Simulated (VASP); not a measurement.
# Sb (Im-3m) in VASP: further runs

Runs on Sb. Level: PBEsol. Tasks: single point.

All numbers are computed with VASP 6.6.1; they aren't measurements. Logs are shortened: lines on timing, memory, paths and dates and some standing lists are left out, and cuts for length are marked.

## (1) The cell of the first run

The structure is cubic, space group Im-3m (No. 229). Conventional cell: a = 3.146 Å, b = 3.146 Å, c = 3.146 Å, α = 90.00°, β = 90.00°, γ = 90.00°. Sb (site symmetry m-3m) has 14 Sb at 2.72 to 3.15 Å within 3.6 Å.

## (2) Single point, PBEsol

The input, INCAR:

```
SYSTEM = Sb
PREC = Accurate
ENCUT = 500
EDIFF = 1E-6
ISMEAR = -1
SIGMA = 0.05
LREAL = .FALSE.
LASPH = .TRUE.
NELM = 120
ALGO = Normal
ISIF = 2
LWAVE = .FALSE.
LCHARG = .FALSE.
GGA = PS
NBANDS = 8
GGA_COMPAT = .FALSE.
```

The input, KPOINTS:

```
Automatic mesh
0
G
  16 16 16
  0 0 0
```

The input, POSCAR:

```
Sb
1.0
   -1.5728398802      1.5728398802      1.5728398802
    1.5728398802     -1.5728398802      1.5728398802
    1.5728398802      1.5728398802     -1.5728398802
Sb
1
Direct
    0.0000000000      0.0000000000      0.0000000000
```

Potentials or basis: VASP PAW PBE potentials, release 64 (Sb).

Command:

```bash
$ cat potpaw_PBE.64/Sb/POTCAR > POTCAR
$ mpirun -np 1 vasp_std > vasp.out
```

OUTCAR:

```text
SYSTEM = Sb
   PREC = Accurate
   ENCUT = 500
   EDIFF = 1E-6
   ISMEAR = -1
   LREAL = .FALSE.
   LASPH = .TRUE.
   NELM = 120
   ISIF = 2
   GGA = PS

 ion  position               nearest neighbor table
   1  0.000  0.000  0.000-

  LATTYP: Found a body centered cubic cell.
 ALAT       =     3.1456797604

  Lattice vectors:

 A1 = (  -1.5728398802,   1.5728398802,   1.5728398802)
 A2 = (   1.5728398802,  -1.5728398802,   1.5728398802)
 A3 = (   1.5728398802,   1.5728398802,  -1.5728398802)

Analysis of symmetry for initial positions (statically):
=====================================================================
 Subroutine PRICEL returns:
 Original cell was already a primitive cell.

 Routine SETGRP: Setting up the symmetry group for a
 body centered cubic supercell.

 Subroutine GETGRP returns: Found 48 space group operations
 (whereof 48 operations were pure point group operations)
 out of a pool of 48 trial point group operations.

The static configuration has the point symmetry O_h .

Analysis of symmetry for dynamics (positions and initial velocities):
=====================================================================
 Subroutine PRICEL returns:
 Original cell was already a primitive cell.

 Routine SETGRP: Setting up the symmetry group for a
 body centered cubic supercell.

 Subroutine GETGRP returns: Found 48 space group operations
 (whereof 48 operations were pure point group operations)
 out of a pool of 48 trial point group operations.

The dynamic configuration has the point symmetry O_h .

 Subroutine INISYM returns: Found 48 space group operations
 (whereof 48 operations are pure point group operations),
 and found     1 'primitive' translations

----------------------------------------------------------------------------------------

                                     Primitive cell

  volume of cell :      15.5637

  direct lattice vectors                    reciprocal lattice vectors
    -1.572839880  1.572839880  1.572839880     0.000000000  0.317896314  0.317896314
     1.572839880 -1.572839880  1.572839880     0.317896314  0.000000000  0.317896314
     1.572839880  1.572839880 -1.572839880     0.317896314  0.317896314  0.000000000

  length of vectors
     2.724238585  2.724238585  2.724238585     0.449573278  0.449573278  0.449573278

[... 76 lines left out ...]
   ENCUT  =  500.0 eV  36.75 Ry    6.06 a.u.   4.97  4.97  4.97*2*pi/ulx,y,z
   NELM   =    120;   NELMIN=  2; NELMDL= -5     # of ELM steps
   EDIFF  = 0.1E-05   stopping-criterion for ELM
   LREAL  =      F    real-space projection
   EDIFFG = 0.1E-04   stopping-criterion for IOM
   NSW    =      0    number of steps for IOM
   IBRION =     -1    ionic relax: 0-MD 1-quasi-New 2-CG
   NFREE  =      0    steps in history (QN), initial steepest desc. (CG)
   ISIF   =      2    stress and relaxation
   ISYM   =      2    0-nonsym 1-usesym 2-fastsym
   POTIM  = 0.5000    time-step for ionic-motion
   TEBEG  =    0.0;   TEEND  =   0.0 temperature during run
   PSTRESS=    0.0 pullay stress
   NELECT =       5.0000    total number of electrons
   NUPDOWN=      -1.0000    fix difference up-down
   EMIN   =  10.00;   EMAX   =-10.00  energy-range for DOS
   EFERMI =   0.00;   METHOD = LEGACY
   ISMEAR =    -1;   SIGMA  =   0.05  broadening in eV -4-tet -1-fermi 0-gaus
   EFERMI_NEDOS =   21; number of points for ismear=-14 and -15
   IALGO  =     38    algorithm
   IMIX   =      4    mixing-type and parameters
     AMIX     =   0.40;   BMIX     =  1.00
     AMIX_MAG =   1.60;   BMIX_MAG =  1.00
  volume/ion in A,a.u.               =      15.56       105.03
  Fermi-wavevector in a.u.,A,eV,Ry     =   1.121227  2.118812 17.104573  1.257151
  Thomas-Fermi vector in A             =   2.257879
   LORBIT       =      0    0 simple, 1 ext, 2 COOP (PROOUT), +10 PAW based schemes
   GGA     = PS    functional components
   LHFCALC =     F    Hartree Fock is set to
   AEXX    =    0.0000 exact exchange contribution
   IVDW    =     0    specifies the selected vdW correction
   LEPSILON=     F    determine dielectric tensor
   LRPA    =     F    only Hartree local field effects (RPA)
 non-spin polarized calculation
  energy-cutoff  :      500.00
  volume of cell :       15.56
 maximum number of plane-waves:       420
   NGX =  9   NGY =  9   NGZ =  9

 number of electron       5.0000000 magnetization

 Free energy of the ion-electron system (eV)
  ---------------------------------------------------
  ext. energy  EPLUGINS =         0.00000000
  ---------------------------------------------------
  free energy    TOTEN  =        -2.05787397 eV

  energy without entropy =       -2.05423464  energy(sigma->0) =       -2.05605431

 E-fermi :  17.7879     XC(G=0): -12.8724

 val. band max:       17.7662439948   @ k =  -0.4375   0.4375   0.3750
 cond. band min:      17.8291902254   @ k =   0.2500   0.0000   0.0000
 fundamental gap:      0.0629462305
 Fermi energy:        17.7879468362

 k-point     1 :       0.0000    0.0000    0.0000
  band No.  band energies     occupation
      1      -1.1096      2.00000
      2      28.9089      0.00000
      3      28.9089      0.00000
      4      28.9089      0.00000
      5      29.2203      0.00000
      6      29.2203      0.00000
      7      29.2203      0.00000
      8      30.6137      0.00000
[... 243 lines left out ...]
 k-point    24 :       0.2500    0.1875    0.0000
  band No.  band energies     occupation
      1       3.7868      2.00000
      2      14.2271      2.00000
      3      16.5219      2.00000
      4      21.9590      0.00000
      5      28.1693      0.00000
      6      29.7686      0.00000
      7      32.7308      0.00000
      8      35.1087      0.00000

 [... further k-points ...]

------------------------ aborting loop because EDIFF is reached ----------------------------------------

  FORCE on cell =-STRESS in cart. coord.  units (eV):
  Direction    XX          YY          ZZ          XY          YZ          ZX
  --------------------------------------------------------------------------------------
  -------------------------------------------------------------------------------------
  Total       11.2860938     11.2860938     11.2860938      0.0000000      0.0000000     -0.0000000
  in kB     1161.8249734   1161.8249734   1161.8249734      0.0000000      0.0000000     -0.0000000
  external PRESSURE =    1161.8249734 kB  Pullay stress =       0.0000000 kB

 VOLUME and BASIS-vectors are now :
 -----------------------------------------------------------------------------
  energy-cutoff  :      500.00
  volume of cell :       15.56
      direct lattice vectors                 reciprocal lattice vectors
    -1.572839880  1.572839880  1.572839880     0.000000000  0.317896314  0.317896314
     1.572839880 -1.572839880  1.572839880     0.317896314  0.000000000  0.317896314
     1.572839880  1.572839880 -1.572839880     0.317896314  0.317896314  0.000000000

 POSITION                                       TOTAL-FORCE (eV/Angst)
 -----------------------------------------------------------------------------------
      0.00000      0.00000      0.00000         0.000000      0.000000     -0.000000
 -----------------------------------------------------------------------------------
    total drift:                                0.000000      0.000000     -0.000000

  FREE ENERGIE OF THE ION-ELECTRON SYSTEM (eV)
  ---------------------------------------------------
  free  energy   TOTEN  =        -2.0578739667 eV

  energy  without entropy=       -2.0542346441  energy(sigma->0) =       -2.05605431
```

stdout:

```text
POSCAR found type information on POSCAR Sb
 POSCAR found :  1 types and       1 ions
 scaLAPACK will be used
 -----------------------------------------------------------------------------
|                                                                             |
|                                                                             |
|     You enforced a specific xc type in the INCAR file but a different       |
|     I HOPE YOU KNOW WHAT YOU ARE DOING!                                     |
|                                                                             |
 -----------------------------------------------------------------------------

 LDA part: xc-table for (Slater+PW92), standard interpolation
 POSCAR, INCAR and KPOINTS ok, starting setup
 FFT: planning ... GRIDC
 FFT: planning ... GRID_SOFT
 FFT: planning ... GRID
 WAVECAR not read
 entering main loop
```

Wall time 20 s (1 thread of Intel Xeon 8259CL, shared host); peak memory 0.13 GiB.

What came out:

- Free energy: -2.0579 eV
- Pressure: 116.2 GPa

Caveat: the PAW data sets were made with another functional, which shifts forces and pressure a little; spin-orbit coupling is left out, which moves the levels of the heavy elements.

## (3) Single point, PBEsol (volume scaled by 0.68)

The input, INCAR:

```
SYSTEM = Sb
PREC = Accurate
ENCUT = 500
EDIFF = 1E-6
ISMEAR = -1
SIGMA = 0.05
LREAL = .False.
LASPH = .True.
NELM = 120
ALGO = Normal
ISIF = 2
LWAVE = .False.
LCHARG = .False.
GGA = PS
NBANDS = 8
GGA_COMPAT = .False.
```

The input, KPOINTS:

```
regular mesh
0
Gamma
  16 16 16
  0 0 0
```

The input, POSCAR:

```
Sb
1.0
   -1.6398485236      1.6398485236      1.6398485236
    1.6398485236     -1.6398485236      1.6398485236
    1.6398485236      1.6398485236     -1.6398485236
Sb
1
Direct
    0.0000000000      0.0000000000      0.0000000000
```

Potentials or basis: VASP PAW PBE potentials, release 64 (Sb).

Command:

```bash
$ cat potpaw_PBE.64/Sb/POTCAR > POTCAR
$ mpirun -np 1 vasp_std > vasp.out
```

Run time: 26 s. Hardware: 1 thread of Intel Xeon 8259CL, shared host; peak memory 0.15 GiB.

Results (log left out):

| Quantity | Value |
| --- | --- |
| Free energy | -3.2067 eV |
| Pressure | 65.5 GPa |

Levels at points of the mesh, in eV from the Fermi level:
```csv
k point,band 1,band 2,band 3,band 4,band 5,band 6,band 7,band 8
"(0.00, 0.00, 0.00)",-17.22,9.53,9.53,9.53,11.68,11.68,11.68,12.28
"(0.50, 0.00, 0.00)",-10.06,-8.96,2.63,4.63,7.48,8.22,17.08,17.37
"(0.50, 0.50, 0.50)",-3.34,-3.34,-3.34,-3.14,1.86,1.86,19.28,19.96
```

Caveat: the PAW data sets were made with another functional, which shifts forces and pressure a little; spin-orbit coupling is left out, which moves the levels of the heavy elements.

## (4) Single point, PBEsol, collinear spin, zero start

The input, INCAR:

```
SYSTEM = Sb
ALGO = Normal ; EDIFF = 1E-6
ENCUT = 500 ; GGA = PS
GGA_COMPAT = .False. ; ISIF = 2
ISMEAR = -1 ; ISPIN = 2
LASPH = .True. ; LCHARG = .False.
LORBIT = 11 ; LREAL = .False.
LWAVE = .False. ; MAGMOM = 0
NBANDS = 12 ; NELM = 200
PREC = Accurate ; SIGMA = 0.05
```

The input, KPOINTS:

```
k-points
0
Gamma
  16 16 16
  0 0 0
```

The input, POSCAR:

```
Sb
1.0
   -1.5728398802      1.5728398802      1.5728398802
    1.5728398802     -1.5728398802      1.5728398802
    1.5728398802      1.5728398802     -1.5728398802
Sb
1
Direct
    0.0000000000      0.0000000000      0.0000000000
```

Command:

```bash
$ cat potpaw_PBE.64/Sb/POTCAR > POTCAR
$ mpirun -np 1 vasp_std > vasp.out
```

Run time: 63 s. Hardware: 1 thread of Intel Xeon 8259CL, shared host; peak memory 0.16 GiB.

It converged, with:

```yaml
Free_energy: -2.0579 eV
Pressure: 116.2 GPa
Net_moment: 0.00 μB per cell
Valence_electrons_inside_the_program's_atomic_spheres: Sb 2.81
```

Levels at points of the mesh, in eV from the Fermi level:
Spin up:
| k point | band 1 | band 2 | band 3 | band 4 | band 5 | band 6 | band 7 | band 8 |
| --- | --- | --- | --- | --- | --- | --- | --- | --- |
| (0.00, 0.00, 0.00) | -18.90 | 11.12 | 11.12 | 11.12 | 11.43 | 11.43 | 11.43 | 12.83 |
| (0.50, 0.00, 0.00) | -10.57 | -10.19 | 2.96 | 4.66 | 7.72 | 8.93 | 17.46 | 18.04 |
| (0.50, 0.50, 0.50) | -3.85 | -3.85 | -3.85 | -2.11 | 1.54 | 1.54 | 19.63 | 20.59 |
Spin down:
| k point | band 1 | band 2 | band 3 | band 4 | band 5 | band 6 | band 7 | band 8 |
| --- | --- | --- | --- | --- | --- | --- | --- | --- |
| (0.00, 0.00, 0.00) | -18.90 | 11.12 | 11.12 | 11.12 | 11.43 | 11.43 | 11.43 | 12.83 |
| (0.50, 0.00, 0.00) | -10.57 | -10.19 | 2.96 | 4.66 | 7.72 | 8.93 | 17.46 | 18.04 |
| (0.50, 0.50, 0.50) | -3.85 | -3.85 | -3.85 | -2.11 | 1.54 | 1.54 | 19.63 | 20.59 |

Caveat: the PAW data sets were made with another functional, which shifts forces and pressure a little; spin-orbit coupling is left out, which moves the levels of the heavy elements.

## (5) Overview

```tsv
spin	cell	gap on the mesh (eV)	pressure (GPa)
off	a = 2.724 Å, angles 109.5°, 1 atom	none	116.2
off	a = 2.840 Å, angles 109.5°, 1 atom	none	65.5
collinear, zero start	a = 2.724 Å, angles 109.5°, 1 atom	none	116.2
```

Alike in all rows: task single point; level PBEsol; potentials or basis VASP PAW PBE potentials, release 64 (Sb); k mesh 16 × 16 × 16; cutoff (eV) 500; smearing fermi-dirac 0.05 eV.

Caveats: the PAW data sets were made with another functional, which shifts forces and pressure a little; spin-orbit coupling is left out, which moves the levels of the heavy elements.

Total energies depend on the potentials used, so only differences within one code and one set of settings carry meaning.
